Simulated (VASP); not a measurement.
# Au (I4/mmm) in VASP: notebook

The runs below take Au through single point, with PBE.

All numbers are computed with VASP 6.6.1; they aren't measurements. Logs are shortened: lines on timing, memory, paths and dates and some standing lists are left out, and cuts for length are marked.

## 1. The cell of the first run

Symmetry: I4/mmm, No. 139, tetragonal system. Conventional cell: a = 2.893 Å, b = 2.893 Å, c = 4.418 Å, α = 90.00°, β = 90.00°, γ = 90.00°. Au (site symmetry 4/mmm) has 12 Au at 2.89 to 3.01 Å within 3.8 Å.

## 2. Single point, PBE (strain +0.000 along x and y, +0.080 along z)

Input file INCAR:

```
SYSTEM = Au
  ALGO = Fast
  EDIFF = 1E-6
  ENCUT = 520
  GGA = PE
  ISIF = 2
  ISMEAR = 0
  LASPH = .TRUE.
  LCHARG = .FALSE.
  LREAL = .FALSE.
  LWAVE = .FALSE.
  NBANDS = 12
  NELM = 80
  PREC = Accurate
  SIGMA = 0.15
```

Input file KPOINTS:

```
k-points
0
G
  20 20 20
  0 0 0
```

Input file POSCAR:

```
Au
1.0
    0.0000000000      2.0455000000      2.2091400000
    2.0455000000      0.0000000000      2.2091400000
    2.0455000000      2.0455000000      0.0000000000
Au
1
Direct
    0.0000000000      0.0000000000      0.0000000000
```

Potentials or basis: VASP PAW PBE potentials, release 64 (Au).

On the command line:

```sh
cat potpaw_PBE.64/Au/POTCAR > POTCAR
mpirun -np 1 vasp_std > vasp.out
```

OUTCAR:

```text
SYSTEM = Au
   EDIFF = 1E-6
   ENCUT = 520
   GGA = PE
   ISIF = 2
   ISMEAR = 0
   LASPH = .TRUE.
   LREAL = .FALSE.
   NELM = 80
   PREC = Accurate

 ion  position               nearest neighbor table
   1  0.000  0.000  0.000-

  LATTYP: Found a body centered tetragonal cell.
 ALAT       =     2.8927738418
 C/A-ratio  =     1.5273506474

  Lattice vectors:

 A1 = (  -2.0455000000,   0.0000000000,   2.2091400000)
 A2 = (   2.0455000000,   0.0000000000,   2.2091400000)
 A3 = (   0.0000000000,   2.0455000000,  -2.2091400000)

Analysis of symmetry for initial positions (statically):
=====================================================================
 Subroutine PRICEL returns:
 Original cell was already a primitive cell.

 Routine SETGRP: Setting up the symmetry group for a
 body centered tetragonal supercell.

 Subroutine GETGRP returns: Found 16 space group operations
 (whereof 16 operations were pure point group operations)
 out of a pool of 16 trial point group operations.

The static configuration has the point symmetry D_4h.

Analysis of symmetry for dynamics (positions and initial velocities):
=====================================================================
 Subroutine PRICEL returns:
 Original cell was already a primitive cell.

 Routine SETGRP: Setting up the symmetry group for a
 body centered tetragonal supercell.

 Subroutine GETGRP returns: Found 16 space group operations
 (whereof 16 operations were pure point group operations)
 out of a pool of 16 trial point group operations.

The dynamic configuration has the point symmetry D_4h.

 Subroutine INISYM returns: Found 16 space group operations
 (whereof 16 operations are pure point group operations),
 and found     1 'primitive' translations

----------------------------------------------------------------------------------------

                                     Primitive cell

  volume of cell :      18.4864

  direct lattice vectors                    reciprocal lattice vectors
     0.000000000  2.045500000  2.209140000    -0.244439012  0.244439012  0.226332419
     2.045500000  0.000000000  2.209140000     0.244439012 -0.244439012  0.226332419
     2.045500000  2.045500000  0.000000000     0.244439012  0.244439012 -0.226332419

  length of vectors
     3.010709184  3.010709184  2.892773842     0.413191512  0.413191512  0.413191512

  position of ions in fractional coordinates (direct lattice)
     0.000000000  0.000000000  0.000000000

[... 77 lines left out ...]
   EDIFFG = 0.1E-04   stopping-criterion for IOM
   NSW    =      0    number of steps for IOM
   IBRION =     -1    ionic relax: 0-MD 1-quasi-New 2-CG
   NFREE  =      0    steps in history (QN), initial steepest desc. (CG)
   ISIF   =      2    stress and relaxation
   ISYM   =      2    0-nonsym 1-usesym 2-fastsym
   POTIM  = 0.5000    time-step for ionic-motion
   TEBEG  =    0.0;   TEEND  =   0.0 temperature during run
   PSTRESS=    0.0 pullay stress
   NELECT =      11.0000    total number of electrons
   NUPDOWN=      -1.0000    fix difference up-down
   EMIN   =  10.00;   EMAX   =-10.00  energy-range for DOS
   EFERMI =   0.00;   METHOD = LEGACY
   ISMEAR =     0;   SIGMA  =   0.15  broadening in eV -4-tet -1-fermi 0-gaus
   EFERMI_NEDOS =   21; number of points for ismear=-14 and -15
   IALGO  =     68    algorithm
   IMIX   =      4    mixing-type and parameters
     AMIX     =   0.40;   BMIX     =  1.00
     AMIX_MAG =   1.60;   BMIX_MAG =  1.00
  volume/ion in A,a.u.               =      18.49       124.75
  Fermi-wavevector in a.u.,A,eV,Ry     =   1.376961  2.602079 25.796942  1.896022
  Thomas-Fermi vector in A             =   2.502158
   LORBIT       =      0    0 simple, 1 ext, 2 COOP (PROOUT), +10 PAW based schemes
   GGA     = PE    functional components
   LHFCALC =     F    Hartree Fock is set to
   AEXX    =    0.0000 exact exchange contribution
   IVDW    =     0    specifies the selected vdW correction
   LEPSILON=     F    determine dielectric tensor
   LRPA    =     F    only Hartree local field effects (RPA)
 non-spin polarized calculation
 RMM-DIIS sequential band-by-band and
 Gauss-broadening in eV      SIGMA  =   0.15
  energy-cutoff  :      520.00
  volume of cell :       18.49
 maximum number of plane-waves:       517
   NGX = 11   NGY = 11   NGZ = 11

 number of electron      11.0000000 magnetization

 Free energy of the ion-electron system (eV)
  ---------------------------------------------------
  ext. energy  EPLUGINS =         0.00000000
  ---------------------------------------------------
  free energy    TOTEN  =        -3.21053570 eV

  energy without entropy =       -3.20726341  energy(sigma->0) =       -3.20889955

 E-fermi :   8.2022     XC(G=0): -12.2331

 val. band max:        8.1876603190   @ k =   0.5000   0.2500   0.0500
 cond. band min:       8.2043683862   @ k =  -0.2500   0.2500   0.0500
 fundamental gap:      0.0167080672
 Fermi energy:         8.2022094139

 k-point     1 :       0.0000    0.0000    0.0000
  band No.  band energies     occupation
      1      -0.8487      2.00000
      2       3.4847      2.00000
      3       4.1237      2.00000
      4       4.1237      2.00000
      5       4.8437      2.00000
      6       5.5211      2.00000
      7      22.8627      0.00000
      8      25.6454      0.00000
      9      26.6461      0.00000
     10      26.6461      0.00000
     11      31.0469      0.00000
     12      33.5712      0.00000
[... 331 lines left out ...]
 k-point    24 :      -0.3500    0.0500    0.0000
  band No.  band energies     occupation
      1       1.5861      2.00000
      2       3.6805      2.00000
      3       4.2821      2.00000
      4       4.9923      2.00000
      5       5.7351      2.00000
      6       6.3887      2.00000
      7      14.2709      0.00000
      8      22.1422      0.00000
      9      24.7440      0.00000
     10      26.9539      0.00000
     11      30.2387      0.00000
     12      31.4612      0.00000

 [... further k-points ...]
[... 5 lines left out ...]
  --------------------------------------------------------------------------------------
  -------------------------------------------------------------------------------------
  Total       -0.3252256     -0.3252256     -0.5812336      0.0000000     -0.0000000      0.0000000
  in kB      -28.1866306    -28.1866306    -50.3743110      0.0000000     -0.0000000      0.0000000
  external PRESSURE =     -35.5825240 kB  Pullay stress =       0.0000000 kB

 VOLUME and BASIS-vectors are now :
 -----------------------------------------------------------------------------
  energy-cutoff  :      520.00
  volume of cell :       18.49
      direct lattice vectors                 reciprocal lattice vectors
     0.000000000  2.045500000  2.209140000    -0.244439012  0.244439012  0.226332419
     2.045500000  0.000000000  2.209140000     0.244439012 -0.244439012  0.226332419
     2.045500000  2.045500000  0.000000000     0.244439012  0.244439012 -0.226332419

 POSITION                                       TOTAL-FORCE (eV/Angst)
 -----------------------------------------------------------------------------------
      0.00000      0.00000      0.00000        -0.000000      0.000000      0.000000
 -----------------------------------------------------------------------------------
    total drift:                               -0.000000      0.000000      0.000000

  FREE ENERGIE OF THE ION-ELECTRON SYSTEM (eV)
  ---------------------------------------------------
  free  energy   TOTEN  =        -3.2105356988 eV

  energy  without entropy=       -3.2072634108  energy(sigma->0) =       -3.20889955
```

OSZICAR:

```text
N       E                     dE             d eps       ncg     rms          rms(c)
DAV:   1     0.488451617131E+02    0.48845E+02   -0.54905E+03 16032   0.806E+02
DAV:   2    -0.279529626349E+01   -0.51640E+02   -0.48598E+02 18012   0.183E+02
DAV:   3    -0.346882808225E+01   -0.67353E+00   -0.67297E+00 18580   0.203E+01
DAV:   4    -0.347122132175E+01   -0.23932E-02   -0.23931E-02 18208   0.139E+00
DAV:   5    -0.347124052034E+01   -0.19199E-04   -0.19200E-04 18952   0.120E-01    0.728E+00
RMM:   6    -0.322537252906E+01    0.24587E+00   -0.31758E-01 15439   0.465E+00    0.480E+00
RMM:   7    -0.321212435306E+01    0.13248E-01   -0.30643E-02 16433   0.164E+00    0.256E+00
RMM:   8    -0.321057736046E+01    0.15470E-02   -0.24552E-03 17003   0.410E-01    0.327E-01
RMM:   9    -0.321052976975E+01    0.47591E-04   -0.36553E-04 17844   0.163E-01    0.103E-01
RMM:  10    -0.321053437273E+01   -0.46030E-05   -0.52870E-05 17650   0.549E-02    0.448E-02
RMM:  11    -0.321053562680E+01   -0.12541E-05   -0.11524E-05 16502   0.220E-02    0.969E-03
RMM:  12    -0.321053569881E+01   -0.72007E-07   -0.98661E-07 13875   0.631E-03
   1 F= -.32105357E+01 E0= -.32088996E+01  d E =-.327229E-02
```

stdout:

```text
POSCAR found type information on POSCAR Au
 POSCAR found :  1 types and       1 ions
 scaLAPACK will be used
 LDA part: xc-table for (Slater+PW92), standard interpolation
 POSCAR, INCAR and KPOINTS ok, starting setup
 FFT: planning ... GRIDC
 FFT: planning ... GRID_SOFT
 FFT: planning ... GRID
 WAVECAR not read
 entering main loop
```

Wall time 2.5 min (1 thread of Intel Xeon 8259CL, shared host); peak memory 0.26 GiB.

Results:

* Free energy: -3.2105 eV
* Pressure: -3.6 GPa
* Band gap on the k mesh: zero (an odd number of electrons rules out a gap without spin polarisation)

Caveat: the cell differs from its parent crystal (strain +0.000 along x and y, +0.080 along z); the cell stands under tension; spin-orbit coupling is left out, which moves the levels of the heavy elements.

## 3. Single point, PBE (strain +0.040 along x and y, +0.000 along z)

Input file INCAR:

```
SYSTEM = Au
PREC = Accurate ; ENCUT = 520
EDIFF = 1E-6 ; ISMEAR = 0
SIGMA = 0.15 ; LREAL = .FALSE.
LASPH = .TRUE. ; NELM = 60
ALGO = Normal ; ISIF = 2
LWAVE = .FALSE. ; LCHARG = .FALSE.
GGA = PE ; NBANDS = 12
```

Input file KPOINTS:

```
regular mesh
0
G
  20 20 20
  0 0 0
```

Input file POSCAR:

```
Au
1.0
    0.0000000000      2.1273200000      2.0455000000
    2.1273200000      0.0000000000      2.0455000000
    2.1273200000      2.1273200000      0.0000000000
Au
1
Direct
    0.0000000000      0.0000000000      0.0000000000
```

Potentials or basis: VASP PAW PBE potentials, release 64 (Au).

On the command line:

```sh
cat potpaw_PBE.64/Au/POTCAR > POTCAR
mpirun -np 1 vasp_std > vasp.out
```

OUTCAR:

```text
SYSTEM = Au
   PREC = Accurate
   ENCUT = 520
   EDIFF = 1E-6
   ISMEAR = 0
   LREAL = .FALSE.
   LASPH = .TRUE.
   NELM = 60
   ISIF = 2
   GGA = PE

 ion  position               nearest neighbor table
   1  0.000  0.000  0.000-

  LATTYP: Found a body centered tetragonal cell.
 ALAT       =     3.0084847955
 C/A-ratio  =     1.3598207331

  Lattice vectors:

 A1 = (   0.0000000000,  -2.1273200000,  -2.0455000000)
 A2 = (   0.0000000000,   2.1273200000,  -2.0455000000)
 A3 = (   2.1273200000,   0.0000000000,   2.0455000000)

Analysis of symmetry for initial positions (statically):
=====================================================================
 Subroutine PRICEL returns:
 Original cell was already a primitive cell.

 Routine SETGRP: Setting up the symmetry group for a
 body centered tetragonal supercell.

 Subroutine GETGRP returns: Found 16 space group operations
 (whereof 16 operations were pure point group operations)
 out of a pool of 16 trial point group operations.

The static configuration has the point symmetry D_4h.

Analysis of symmetry for dynamics (positions and initial velocities):
=====================================================================
 Subroutine PRICEL returns:
 Original cell was already a primitive cell.

 Routine SETGRP: Setting up the symmetry group for a
 body centered tetragonal supercell.

 Subroutine GETGRP returns: Found 16 space group operations
 (whereof 16 operations were pure point group operations)
 out of a pool of 16 trial point group operations.

The dynamic configuration has the point symmetry D_4h.

 Subroutine INISYM returns: Found 16 space group operations
 (whereof 16 operations are pure point group operations),
 and found     1 'primitive' translations

----------------------------------------------------------------------------------------

                                     Primitive cell

  volume of cell :      18.5138
[... 109 lines left out ...]
  Fermi-wavevector in a.u.,A,eV,Ry     =   1.376282  2.600795 25.771495  1.894151
  Thomas-Fermi vector in A             =   2.501541
   LORBIT       =      0    0 simple, 1 ext, 2 COOP (PROOUT), +10 PAW based schemes
   GGA     = PE    functional components
   LHFCALC =     F    Hartree Fock is set to
   AEXX    =    0.0000 exact exchange contribution
   IVDW    =     0    specifies the selected vdW correction
   LEPSILON=     F    determine dielectric tensor
   LRPA    =     F    only Hartree local field effects (RPA)
 non-spin polarized calculation
 Gauss-broadening in eV      SIGMA  =   0.15
  energy-cutoff  :      520.00
  volume of cell :       18.51
 maximum number of plane-waves:       523
 NGX is ok and might be reduce to    24
   NGX = 11   NGY = 11   NGZ = 11

 number of electron      11.0000000 magnetization

 Free energy of the ion-electron system (eV)
  ---------------------------------------------------
  ext. energy  EPLUGINS =         0.00000000
  ---------------------------------------------------
  free energy    TOTEN  =        -3.21485797 eV

  energy without entropy =       -3.21208694  energy(sigma->0) =       -3.21347246

 E-fermi :   8.1352     XC(G=0): -12.2250

 val. band max:        8.1302897833   @ k =   0.5000   0.1500   0.3500
 cond. band min:       8.2014007805   @ k =  -0.3000   0.2000   0.1500
 fundamental gap:      0.0711109971
 Fermi energy:         8.1352284571

 k-point     1 :       0.0000    0.0000    0.0000
  band No.  band energies     occupation
      1      -0.8575      2.00000
      2       3.7878      2.00000
      3       3.7878      2.00000
      4       4.0829      2.00000
      5       5.0224      2.00000
      6       5.3414      2.00000
      7      22.7786      0.00000
      8      26.1030      0.00000
      9      26.1030      0.00000
     10      26.6375      0.00000
     11      30.9544      0.00000
     12      34.2850      0.00000
[... 331 lines left out ...]
 k-point    24 :      -0.3500    0.0500    0.0000
  band No.  band energies     occupation
      1       1.5601      2.00000
      2       3.8598      2.00000
      3       4.0816      2.00000
      4       4.9506      2.00000
      5       5.7797      2.00000
      6       6.1919      2.00000
      7      14.4131      0.00000
      8      22.7689      0.00000
      9      24.9372      0.00000
     10      25.7494      0.00000
     11      30.4848      0.00000
     12      30.8663      0.00000

 [... further k-points ...]
[... 5 lines left out ...]
  --------------------------------------------------------------------------------------
  -------------------------------------------------------------------------------------
  Total       -0.4934127     -0.4934127     -0.3934912      0.0000000     -0.0000000     -0.0000000
  in kB      -42.6997934    -42.6997934    -34.0526193      0.0000000     -0.0000000     -0.0000000
  external PRESSURE =     -39.8174020 kB  Pullay stress =       0.0000000 kB

 VOLUME and BASIS-vectors are now :
 -----------------------------------------------------------------------------
  energy-cutoff  :      520.00
  volume of cell :       18.51
      direct lattice vectors                 reciprocal lattice vectors
     0.000000000  2.127320000  2.045500000    -0.235037512  0.235037512  0.244439012
     2.127320000  0.000000000  2.045500000     0.235037512 -0.235037512  0.244439012
     2.127320000  2.127320000  0.000000000     0.235037512  0.235037512 -0.244439012

 POSITION                                       TOTAL-FORCE (eV/Angst)
 -----------------------------------------------------------------------------------
      0.00000      0.00000      0.00000         0.000000      0.000000      0.000000
 -----------------------------------------------------------------------------------
    total drift:                               -0.000000      0.000000      0.000000

  FREE ENERGIE OF THE ION-ELECTRON SYSTEM (eV)
  ---------------------------------------------------
  free  energy   TOTEN  =        -3.2148579721 eV

  energy  without entropy=       -3.2120869395  energy(sigma->0) =       -3.21347246
```

OSZICAR:

```text
N       E                     dE             d eps       ncg     rms          rms(c)
DAV:   1     0.492533566915E+02    0.49253E+02   -0.55116E+03 16048   0.806E+02
DAV:   2    -0.277379914809E+01   -0.52027E+02   -0.48847E+02 18004   0.183E+02
DAV:   3    -0.347135100961E+01   -0.69755E+00   -0.69675E+00 18624   0.206E+01
DAV:   4    -0.347379124376E+01   -0.24402E-02   -0.24401E-02 18384   0.141E+00
DAV:   5    -0.347381067084E+01   -0.19427E-04   -0.19427E-04 18792   0.121E-01    0.726E+00
DAV:   6    -0.322993542594E+01    0.24388E+00   -0.71891E-01 16652   0.671E+00    0.482E+00
DAV:   7    -0.321650166263E+01    0.13434E-01   -0.46285E-02 18484   0.173E+00    0.254E+00
DAV:   8    -0.321486275892E+01    0.16389E-02   -0.89502E-04 16876   0.247E-01    0.219E-01
DAV:   9    -0.321485154844E+01    0.11210E-04   -0.82998E-06 18684   0.231E-02    0.250E-02
DAV:  10    -0.321485808129E+01   -0.65329E-05   -0.38883E-06 17876   0.195E-02    0.319E-03
DAV:  11    -0.321485797211E+01    0.10919E-06   -0.78433E-08  9816   0.216E-03
   1 F= -.32148580E+01 E0= -.32134725E+01  d E =-.277103E-02
```

Wall time 2 min (1 thread of Intel Xeon 8259CL, shared host); peak memory 0.26 GiB.

Results:

| Item | Value |
| --- | --- |
| Free energy | -3.2149 eV |
| Pressure | -4.0 GPa |
| Band gap on the k mesh | zero (an odd number of electrons rules out a gap without spin polarisation) |

Stress tensor (GPa, compression positive):
```
-4.27  0.00  0.00
 0.00 -4.27  0.00
 0.00  0.00 -3.41
```

Caveat: the cell differs from its parent crystal (strain +0.040 along x and y, +0.000 along z); the cell stands under tension; spin-orbit coupling is left out, which moves the levels of the heavy elements.

The gap in the log of VASP goes by the Fermi energy; the results here count the filled bands.